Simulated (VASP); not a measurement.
# Bi2Te3 (R3m) in VASP: notebook, part 2 of 3

VASP 6.6.1.

## Step 3: Electric field gradients, LDA (33.28 Å³/atom)

This run uses another cell than the first one, of 33.28 Å³/atom.

The input, INCAR:

```
PREC     = Accurate       # precision mode
ENCUT    = 520            # plane-wave cutoff, eV
EDIFF    = 1E-8           # SCF threshold, eV
ISMEAR   = -1             # smearing method
SIGMA    = 0.08           # smearing width, eV
LREAL    = False          # projectors in reciprocal space
LASPH    = True           # aspherical terms in the spheres
NELM     = 80             # most SCF steps
ALGO     = Normal         # electronic algorithm
ISIF     = 2              # what is computed and relaxed
LWAVE    = False          # write WAVECAR
LCHARG   = False          # write CHGCAR
GGA      = CA             # functional
LEFG     = True         
NBANDS   = 32             # bands
```

The input, KPOINTS:

```
regular mesh
0
Gamma
  8 8 8
```

The input, POSCAR:

```
Bi2Te3
1.0
    2.2011149069      1.2708142840      9.9134032967
   -2.2011149069      1.2708142840      9.9134032967
    0.0000000000     -2.5416285680      9.9134032967
Bi Te
2 3
Direct
    0.8120000000      0.8120000000      0.8120000000
    0.4020000000      0.4020000000      0.4020000000
    0.6110000000      0.6110000000      0.6110000000
    0.2000000000      0.2000000000      0.2000000000
    0.0000000000      0.0000000000      0.0000000000
```

Potentials or basis: VASP PAW LDA potentials, release 64 (Bi_d, Te).

Launch:

```console
$ cat potpaw_LDA.64/Bi_d/POTCAR potpaw_LDA.64/Te/POTCAR > POTCAR
$ mpirun -np 1 vasp_std > vasp.out
```

OUTCAR:

```text
PREC = Accurate
   ENCUT = 520
   EDIFF = 1E-8
   ISMEAR = -1
   LREAL = False
   LASPH = True
   NELM = 80
   ISIF = 2
   GGA = CA

 ion  position               nearest neighbor table
   1  0.812  0.812  0.812-   4 3.02   4 3.02   4 3.02   2 3.41   2 3.41   2 3.41
   2  0.402  0.402  0.402-   5 3.26   5 3.26   5 3.26   1 3.41   1 3.41   1 3.41
   3  0.611  0.611  0.611-   5 3.03   5 3.03   5 3.03   4 3.43   4 3.43   4 3.43
   4  0.200  0.200  0.200-   1 3.02   1 3.02   1 3.02   3 3.43   3 3.43   3 3.43
   5  0.000  0.000  0.000-   3 3.03   3 3.03   3 3.03   2 3.26   2 3.26   2 3.26

  LATTYP: Found a trigonal (rhomboedric) cell.
 ALAT       =    10.2340334522
 COS(alpha) =     0.9074829532

  Lattice vectors:

 A1 = (   2.2011149069,   1.2708142840,   9.9134032967)
 A2 = (  -2.2011149069,   1.2708142840,   9.9134032967)
 A3 = (   0.0000000000,  -2.5416285680,   9.9134032967)

Analysis of symmetry for initial positions (statically):
=====================================================================
 Subroutine PRICEL returns:
 Original cell was already a primitive cell.

 Routine SETGRP: Setting up the symmetry group for a
 trigonal (rhombohedral) supercell.

 Subroutine GETGRP returns: Found  6 space group operations
 (whereof  6 operations were pure point group operations)
 out of a pool of 12 trial point group operations.

The static configuration has the point symmetry C_3v.

Analysis of symmetry for dynamics (positions and initial velocities):
=====================================================================
 Subroutine PRICEL returns:
 Original cell was already a primitive cell.

[... 1015 lines left out ...]
  -------------------------------------------------------------------------------------
  Total       -0.9923481     -0.9923481     -2.1462038      0.0000000      0.0000000      0.0000000
  in kB       -9.5559923     -9.5559923    -20.6672511      0.0000000      0.0000000      0.0000000
  external PRESSURE =     -13.2597452 kB  Pullay stress =       0.0000000 kB

 VOLUME and BASIS-vectors are now :
 -----------------------------------------------------------------------------
  energy-cutoff  :      520.00
  volume of cell :      166.38
      direct lattice vectors                 reciprocal lattice vectors
     2.201114907  1.270814284  9.913403297     0.227157609  0.131149507  0.033624511
    -2.201114907  1.270814284  9.913403297    -0.227157609  0.131149507  0.033624511
     0.000000000 -2.541628568  9.913403297     0.000000000 -0.262299014  0.033624511

 POSITION                                       TOTAL-FORCE (eV/Angst)
 -----------------------------------------------------------------------------------
      0.00000      0.00000     24.14905         0.000000     -0.000000     -0.819797
      0.00000      0.00000     11.95556         0.000000     -0.000000     -0.428048
      0.00000      0.00000     18.17127         0.000000     -0.000000     -0.688196
      0.00000      0.00000      5.94804         0.000000      0.000000      0.742125
      0.00000      0.00000      0.00000         0.000000      0.000000      1.193916
 -----------------------------------------------------------------------------------
    total drift:                               -0.000000     -0.000000      0.000476

  FREE ENERGIE OF THE ION-ELECTRON SYSTEM (eV)
  ---------------------------------------------------
  free  energy   TOTEN  =       -20.2750607198 eV

  energy  without entropy=      -20.2407454474  energy(sigma->0) =      -20.25790308

 Electric field gradients (V/A^2)
---------------------------------------------------------------------
 ion       V_xx      V_yy      V_zz      V_xy      V_xz      V_yz
---------------------------------------------------------------------
   1      23.761    23.761   -47.522    -0.000     0.000     0.000
   2      -0.591    -0.591     1.183    -0.000    -0.000     0.000
   3      -3.810    -3.810     7.620    -0.000    -0.000     0.000
   4      -7.155    -7.155    14.311    -0.000     0.000     0.000
   5     -11.508   -11.508    23.016     0.000    -0.000     0.000
---------------------------------------------------------------------

 Electric field gradients after diagonalization (V/A^2)
 (convention: |V_zz| > |V_xx| > |V_yy|)
----------------------------------------------------------------------
 ion       V_xx      V_yy      V_zz     asymmetry (V_yy - V_xx)/ V_zz
----------------------------------------------------------------------
   1      23.761    23.761   -47.522       0.000
   2      -0.591    -0.591     1.183       0.000
   3      -3.810    -3.810     7.620       0.000
   4      -7.155    -7.155    14.311       0.000
   5     -11.508   -11.508    23.016       0.000
----------------------------------------------------------------------

           NMR quadrupolar parameters

 Cq : quadrupolar parameter    Cq=e*Q*V_zz/h
 eta: asymmetry parameters     (V_yy - V_xx)/ V_zz
 Q  : nuclear electric quadrupole moment in mb (millibarn)
----------------------------------------------------------------------
 ion       Cq(MHz)       eta       Q (mb)
----------------------------------------------------------------------
   1      -0.115       0.000       1.000
   2       0.003       0.000       1.000
   3       0.018       0.000       1.000
   4       0.035       0.000       1.000
   5       0.056       0.000       1.000
----------------------------------------------------------------------
```

OSZICAR:

```text
N       E                     dE             d eps       ncg     rms          rms(c)
DAV:   1     0.433481132666E+03    0.43348E+03   -0.21519E+04  4160   0.145E+03
DAV:   2     0.256804867189E+02   -0.40780E+03   -0.39183E+03  4304   0.378E+02
DAV:   3    -0.183964636109E+02   -0.44077E+02   -0.42245E+02  5384   0.137E+02
DAV:   4    -0.202640900849E+02   -0.18676E+01   -0.18589E+01  4680   0.304E+01
DAV:   5    -0.203537610056E+02   -0.89671E-01   -0.89662E-01  6264   0.658E+00    0.131E+01
DAV:   6    -0.202806716661E+02    0.73089E-01   -0.79800E-02  4984   0.560E+00    0.825E+00
DAV:   7    -0.202767863546E+02    0.38853E-02   -0.80710E-02  5048   0.186E+00    0.720E-01
DAV:   8    -0.202753064521E+02    0.14799E-02   -0.59724E-03  4736   0.630E-01    0.495E-01
DAV:   9    -0.202751696764E+02    0.13678E-03   -0.17895E-03  4712   0.320E-01    0.225E-01
DAV:  10    -0.202750588749E+02    0.11080E-03   -0.30951E-04  4976   0.174E-01    0.698E-02
DAV:  11    -0.202750627805E+02   -0.39056E-05   -0.82720E-05  5104   0.458E-02    0.284E-02
DAV:  12    -0.202750614755E+02    0.13050E-05   -0.12326E-05  5440   0.234E-02    0.169E-02
DAV:  13    -0.202750606893E+02    0.78620E-06   -0.18482E-06  4960   0.110E-02    0.706E-03
DAV:  14    -0.202750607250E+02   -0.35776E-07   -0.49952E-07  4632   0.327E-03    0.189E-03
DAV:  15    -0.202750607198E+02    0.51959E-08   -0.51071E-08  4384   0.119E-03
   1 F= -.20275061E+02 E0= -.20257903E+02  d E =-.343153E-01
```

Run time: 42 min. Hardware: 1 thread of Intel Xeon Platinum 8259CL at 2.50GHz (Skylake/Cascade Lake), shared host; peak memory 0.83 GiB.

What came out:

```yaml
Free_energy: -20.2751 eV
Pressure: -1.3 GPa
Largest_force: 1.194 eV/Å
Band_gap_on_the_k_mesh: zero (bands 24 and 25 overlap by 0.19 eV)
Largest_electric_field_gradient_by_atom: Bi -47.5, +1.2; Te +7.6, +14.3, +23.0 V/Å²
```

Forces on the atoms (eV/Å):
```
Bi   0.000  0.000 -0.820
Bi   0.000  0.000 -0.428
Te   0.000  0.000 -0.688
Te   0.000  0.000  0.742
Te   0.000  0.000  1.194
```

Stress tensor (GPa, compression positive):
```
-0.96  0.00  0.00
 0.00 -0.96  0.00
 0.00  0.00 -2.07
```

Electric field gradients, principal values (V/Å²):
```
atom    least   middle  greatest (by size)
1 Bi   23.761   23.761             -47.522
2 Bi   -0.591   -0.591               1.183
3 Te   -3.810   -3.810               7.620
4 Te   -7.155   -7.155              14.311
5 Te  -11.508  -11.508              23.016
```

Caveat: without QUAD_EFG the Cq values of the log hold for a quadrupole moment of 1 mb, not for the nuclei; spin-orbit coupling is left out, which moves the levels of the heavy elements; forces of over 1 eV/Å act on the atoms, so gaps and moduli don't describe the material at rest.

(Part 2 of 3 ends here.)
